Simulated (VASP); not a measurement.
# BaTiO3 (Pm-3m) in VASP: density of states with PBE

Aim: the density of states of BaTiO3 with PBE.

Program: VASP 6.6.1. These are calculated values, not measurements. Logs are shortened: lines on timing, memory, paths and dates and some standing lists are left out, and cuts for length are marked.

## 1. The cell of the first run

It takes space group Pm-3m (No. 221, cubic). Conventional cell: a = 4.019 Å, b = 4.019 Å, c = 4.019 Å, α = 90.00°, β = 90.00°, γ = 90.00°. Within 3.7 Å of Ba (site symmetry m-3m) lie 12 O at 2.84 Å and 8 Ti at 3.48 Å. Ti (site symmetry m-3m) has 6 O at 2.01 Å within 2.7 Å. Within 2.7 Å of O (site symmetry 4/mmm) lie 2 Ti at 2.01 Å.

## 2. Density of states, PBE

The input, POSCAR:

```
BaTiO3
1.0
    4.0192643905      0.0000000000      0.0000000000
    0.0000000000      4.0192643905      0.0000000000
    0.0000000000      0.0000000000      4.0192643905
Ba Ti O
1 1 3
Direct
    0.5000000000      0.5000000000      0.5000000000
    0.0000000000      0.0000000000      0.0000000000
    0.5000000000      0.0000000000      0.0000000000
    0.0000000000      0.5000000000      0.0000000000
    0.0000000000      0.0000000000      0.5000000000
```

The input, INCAR.step1:

```
SYSTEM = BaTiO3
PREC = Accurate ; ENCUT = 520
EDIFF = 1E-6 ; ISMEAR = 0
SIGMA = 0.05 ; LREAL = .FALSE.
LASPH = .TRUE. ; NELM = 60
ALGO = Normal ; ISIF = 2
LWAVE = .FALSE. ; LCHARG = .TRUE.
LMAXMIX = 4 ; GGA = PE
NBANDS = 28
```

The input, KPOINTS.step1:

```
Automatic mesh
0
G
  8 8 8
  0 0 0
```

The input, INCAR.step2:

```
SYSTEM = BaTiO3
PREC = Accurate ; ENCUT = 520
EDIFF = 1E-6 ; ISMEAR = -5
SIGMA = 0.05 ; LREAL = .FALSE.
LASPH = .TRUE. ; NELM = 60
ALGO = Normal ; ISIF = 2
LWAVE = .FALSE. ; LCHARG = .FALSE.
LMAXMIX = 4 ; GGA = PE
LORBIT = 11 ; NBANDS = 28
NEDOS = 2001 ; ICHARG = 11
```

The input, KPOINTS.step2:

```
Automatic mesh
0
G
  12 12 12
  0 0 0
```

Potentials or basis: VASP PAW PBE potentials, release 64 (Ba_sv, Ti_sv, O).

On the command line:

```
$ cat potpaw_PBE.64/Ba_sv/POTCAR potpaw_PBE.64/Ti_sv/POTCAR potpaw_PBE.64/O/POTCAR > POTCAR
$ cp INCAR.step1 INCAR
$ cp KPOINTS.step1 KPOINTS
$ mpirun -np 1 vasp_std > vasp.out
$ cp INCAR.step2 INCAR
$ cp KPOINTS.step2 KPOINTS
$ mpirun -np 1 vasp_std > vasp.out
```

OUTCAR:

```text
SYSTEM = BaTiO3
   PREC = Accurate
   ENCUT = 520
   EDIFF = 1E-6
   ISMEAR = -5
   LREAL = .FALSE.
   LASPH = .TRUE.
   NELM = 60
   ISIF = 2
   GGA = PE
   LORBIT = 11
   ICHARG = 11

 ion  position               nearest neighbor table
   1  0.500  0.500  0.500-   3 2.84   4 2.84   5 2.84   3 2.84   4 2.84   3 2.84   5 2.84   3 2.84
                             4 2.84   5 2.84   4 2.84   5 2.84   2 3.48   2 3.48   2 3.48   2 3.48
   2  0.000  0.000  0.000-   3 2.01   4 2.01   5 2.01   5 2.01   4 2.01   3 2.01   1 3.48   1 3.48
                             1 3.48   1 3.48   1 3.48   1 3.48   1 3.48   1 3.48
   3  0.500  0.000  0.000-   2 2.01   2 2.01   1 2.84   1 2.84   1 2.84   1 2.84
   4  0.000  0.500  0.000-   2 2.01   2 2.01   1 2.84   1 2.84   1 2.84   1 2.84
   5  0.000  0.000  0.500-   2 2.01   2 2.01   1 2.84   1 2.84   1 2.84   1 2.84

  LATTYP: Found a simple cubic cell.
 ALAT       =     4.0192643905

  Lattice vectors:

 A1 = (   4.0192643905,   0.0000000000,   0.0000000000)
 A2 = (   0.0000000000,   4.0192643905,   0.0000000000)
 A3 = (   0.0000000000,   0.0000000000,   4.0192643905)

Analysis of symmetry for initial positions (statically):
=====================================================================
 Subroutine PRICEL returns:
 Original cell was already a primitive cell.

 Routine SETGRP: Setting up the symmetry group for a
 simple cubic supercell.

 Subroutine GETGRP returns: Found 48 space group operations
[... 9 lines left out ...]

 Routine SETGRP: Setting up the symmetry group for a
 simple cubic supercell.

 Subroutine GETGRP returns: Found 48 space group operations
[... 11 lines left out ...]
                                     Primitive cell

  volume of cell :      64.9292

  direct lattice vectors                    reciprocal lattice vectors
     4.019264391  0.000000000  0.000000000     0.248801746  0.000000000  0.000000000
     0.000000000  4.019264391  0.000000000     0.000000000  0.248801746  0.000000000
     0.000000000  0.000000000  4.019264391     0.000000000  0.000000000  0.248801746

  length of vectors
     4.019264391  4.019264391  4.019264391     0.248801746  0.248801746  0.248801746

  position of ions in fractional coordinates (direct lattice)
     0.500000000  0.500000000  0.500000000
     0.000000000  0.000000000  0.000000000
     0.500000000  0.000000000  0.000000000
     0.000000000  0.500000000  0.000000000
     0.000000000  0.000000000  0.500000000

  ion indices of the primitive-cell ions
   primitive index   ion index
                 1           1
                 2           2
                 3           3
                 4           4
                 5           5

----------------------------------------------------------------------------------------

 KPOINTS: Automatic mesh

Automatic generation of k-mesh.
 Grid dimensions read from file:
 generate k-points for:   12   12   12

 Generating k-lattice:

  Cartesian coordinates                     Fractional coordinates (reciprocal lattice)
     0.020733479  0.000000000  0.000000000     0.083333333  0.000000000  0.000000000
     0.000000000  0.020733479  0.000000000     0.000000000  0.083333333  0.000000000
     0.000000000  0.000000000  0.020733479     0.000000000  0.000000000  0.083333333

  Length of vectors
     0.020733479  0.020733479  0.020733479

  Shift w.r.t. Gamma in fractional coordinates (k-lattice)
     0.000000000  0.000000000  0.000000000

 TETIRR: Found    854 inequivalent tetrahedra from    10368

 Subroutine IBZKPT returns following result:
 ===========================================

 Found     84 irreducible k-points:

 Following reciprocal coordinates:
            Coordinates               Weight
  0.000000  0.000000  0.000000      1.000000
  0.083333  0.000000  0.000000      6.000000
  0.166667  0.000000  0.000000      6.000000
  0.250000  0.000000  0.000000      6.000000
  0.333333  0.000000  0.000000      6.000000
  0.416667  0.000000  0.000000      6.000000
[... 16 lines left out ...]
  0.333333  0.333333  0.000000     12.000000
  0.416667  0.333333  0.000000     24.000000
 [... further k-points ...]
   k-points           NKPTS =     84   k-points in BZ     NKDIM =     84   number of bands    NBANDS=     28
   number of dos      NEDOS =   2001   number of ions     NIONS =      5
   total plane-waves  NPLWV =  27000
   dimension x,y,z NGX =    30 NGY =   30 NGZ =   30
   dimension x,y,z NGXF=    60 NGYF=   60 NGZF=   60
   ions per type =               1   1   3
   NGX,Y,Z   is equivalent  to a cutoff of  12.41, 12.41, 12.41 a.u.
   NGXF,Y,Z  is equivalent  to a cutoff of  24.82, 24.82, 24.82 a.u.
 SYSTEM =  BaTiO3
   PREC   = accura    normal or accurate (medium, high low for compatibility)
   ISTART =      0    job   : 0-new  1-cont  2-samecut
   ICHARG =     11    charge: 1-file 2-atom 10-const
   ISPIN  =      1    spin polarized calculation?
   LNONCOLLINEAR =      F non collinear calculations
   LSORBIT =      F    spin-orbit coupling
   LASPH  =      T    aspherical Exc in radial PAW
   ENCUT  =  520.0 eV  38.22 Ry    6.18 a.u.   7.47  7.47  7.47*2*pi/ulx,y,z
   NELM   =     60;   NELMIN=  2; NELMDL=  0     # of ELM steps
   EDIFF  = 0.1E-05   stopping-criterion for ELM
   LREAL  =      F    real-space projection
   EDIFFG = 0.1E-04   stopping-criterion for IOM
   NSW    =      0    number of steps for IOM
   IBRION =     -1    ionic relax: 0-MD 1-quasi-New 2-CG
   NFREE  =      0    steps in history (QN), initial steepest desc. (CG)
   ISIF   =      2    stress and relaxation
   ISYM   =      2    0-nonsym 1-usesym 2-fastsym
   POTIM  = 0.5000    time-step for ionic-motion
   TEBEG  =    0.0;   TEEND  =   0.0 temperature during run
   PSTRESS=    0.0 pullay stress
   NELECT =      40.0000    total number of electrons
   NUPDOWN=      -1.0000    fix difference up-down
   EMIN   =  10.00;   EMAX   =-10.00  energy-range for DOS
   EFERMI =   0.00;   METHOD = LEGACY
   ISMEAR =    -5;   SIGMA  =   0.05  broadening in eV -4-tet -1-fermi 0-gaus
   EFERMI_NEDOS =   21; number of points for ismear=-14 and -15
   IALGO  =     38    algorithm
   IMIX   =      4    mixing-type and parameters
     AMIX     =   0.40;   BMIX     =  1.00
     AMIX_MAG =   1.60;   BMIX_MAG =  1.00
  volume/ion in A,a.u.               =      12.99        87.63
  Fermi-wavevector in a.u.,A,eV,Ry     =   1.392991  2.632371 26.401063  1.940423
  Thomas-Fermi vector in A             =   2.516680
   LORBIT       =     11    0 simple, 1 ext, 2 COOP (PROOUT), +10 PAW based schemes
   GGA     = PE    functional components
   LHFCALC =     F    Hartree Fock is set to
   AEXX    =    0.0000 exact exchange contribution
   IVDW    =     0    specifies the selected vdW correction
   LEPSILON=     F    determine dielectric tensor
   LRPA    =     F    only Hartree local field effects (RPA)
 non-spin polarized calculation
 Fermi weights with tetrahedron method with Bloechl corrections
  energy-cutoff  :      520.00
  volume of cell :       64.93
 maximum number of plane-waves:      1777
 NGX is ok and might be reduce to    30

 number of electron      39.9999976 magnetization

 Free energy of the ion-electron system (eV)
  ---------------------------------------------------
  ext. energy  EPLUGINS =         0.00000000
  ---------------------------------------------------
  free energy    TOTEN  =       -39.98178038 eV

  energy without entropy =      -39.98178038  energy(sigma->0) =      -39.98178038

 E-fermi :   3.7556     XC(G=0): -11.1942

 val. band max:        3.7377034725   @ k =   0.5000   0.5000   0.5000
 cond. band min:       5.4575764027   @ k =   0.0000   0.0000   0.0000
 fundamental gap:      1.7198729302
 Fermi energy:         3.7556181149

 k-point     1 :       0.0000    0.0000    0.0000
  band No.  band energies     occupation
      1     -52.9526      2.00000
      2     -29.1569      2.00000
      3     -29.1569      2.00000
      4     -29.1569      2.00000
      5     -21.1055      2.00000
      6     -13.1263      2.00000
[... 20 lines left out ...]
     27       8.7742      0.00000
     28      10.9847      0.00000

 k-point     2 :       0.0833    0.0000    0.0000
  band No.  band energies     occupation
      1     -52.9526      2.00000
      2     -29.1602      2.00000
      3     -29.1568      2.00000
      4     -29.1568      2.00000
      5     -21.0982      2.00000
      6     -13.1278      2.00000
[... 20 lines left out ...]
     27       8.9114      0.00000
     28      11.1543      0.00000

 k-point     3 :       0.1667    0.0000    0.0000
  band No.  band energies     occupation
      1     -52.9524      2.00000
      2     -29.1692      2.00000
      3     -29.1565      2.00000
      4     -29.1565      2.00000
      5     -21.0782      2.00000
      6     -13.1432      2.00000
[... 20 lines left out ...]
     27       9.3004      0.00000
     28      11.6518      0.00000

 k-point     4 :       0.2500    0.0000    0.0000
  band No.  band energies     occupation
      1     -52.9522      2.00000
      2     -29.1815      2.00000
      3     -29.1560      2.00000
      4     -29.1560      2.00000
      5     -21.0504      2.00000
      6     -13.1893      2.00000
[... 578 lines left out ...]
     27      12.2439      0.00000
     28      12.4124      0.00000

 k-point    23 :       0.3333    0.3333    0.0000
  band No.  band energies     occupation
      1     -52.9512      2.00000
      2     -29.1919      2.00000
      3     -29.1914      2.00000
      4     -29.1542      2.00000
      5     -20.9607      2.00000
      6     -12.9897      2.00000
[... 20 lines left out ...]
     27      12.1319      0.00000
     28      12.3222      0.00000

 k-point    24 :       0.4167    0.3333    0.0000
  band No.  band energies     occupation
      1     -52.9511      2.00000
      2     -29.2004      2.00000
      3     -29.1911      2.00000
      4     -29.1538      2.00000
      5     -20.9454      2.00000
      6     -12.9462      2.00000
[... 20 lines left out ...]
     27      11.9761      0.00000
     28      12.9554      0.00000

 [... further k-points ...]
[... 5 lines left out ...]
  --------------------------------------------------------------------------------------
  -------------------------------------------------------------------------------------
  Total        0.6928061      0.6928061      0.6928061      0.0000000     -0.0000000      0.0000000
  in kB       17.0955285     17.0955285     17.0955285      0.0000000     -0.0000000      0.0000000
  external PRESSURE =      17.0955285 kB  Pullay stress =       0.0000000 kB

 VOLUME and BASIS-vectors are now :
 -----------------------------------------------------------------------------
  energy-cutoff  :      520.00
  volume of cell :       64.93
      direct lattice vectors                 reciprocal lattice vectors
     4.019264391  0.000000000  0.000000000     0.248801746  0.000000000  0.000000000
     0.000000000  4.019264391  0.000000000     0.000000000  0.248801746  0.000000000
     0.000000000  0.000000000  4.019264391     0.000000000  0.000000000  0.248801746

 POSITION                                       TOTAL-FORCE (eV/Angst)
 -----------------------------------------------------------------------------------
      2.00963      2.00963      2.00963         0.000000      0.000000      0.000000
      0.00000      0.00000      0.00000         0.000000      0.000000      0.000000
      2.00963      0.00000      0.00000         0.000000      0.000000      0.000000
      0.00000      2.00963      0.00000         0.000000      0.000000      0.000000
      0.00000      0.00000      2.00963         0.000000      0.000000      0.000000
 -----------------------------------------------------------------------------------
    total drift:                                0.000000     -0.000000      0.000000

  FREE ENERGIE OF THE ION-ELECTRON SYSTEM (eV)
  ---------------------------------------------------
  free  energy   TOTEN  =       -39.9817803821 eV

  energy  without entropy=      -39.9817803821  energy(sigma->0) =      -39.98178038

 total charge

# of ion       s       p       d       tot
------------------------------------------
    1        2.007   5.651   0.322   7.980
    2        2.206   6.261   1.685  10.152
    3        1.563   3.462   0.000   5.025
    4        1.563   3.462   0.000   5.025
    5        1.563   3.462   0.000   5.025
--------------------------------------------------
tot          8.904  22.296   2.007  33.207
```

It used 110 s of CPU time on 1 thread of Intel Xeon 6975P-C, on a shared host.

Results:

```
Valence electrons inside the program's atomic spheres : Ba 7.98; Ti 10.15; O 5.03
```

Caveat: spin-orbit coupling is left out, which moves the levels of the heavy elements.
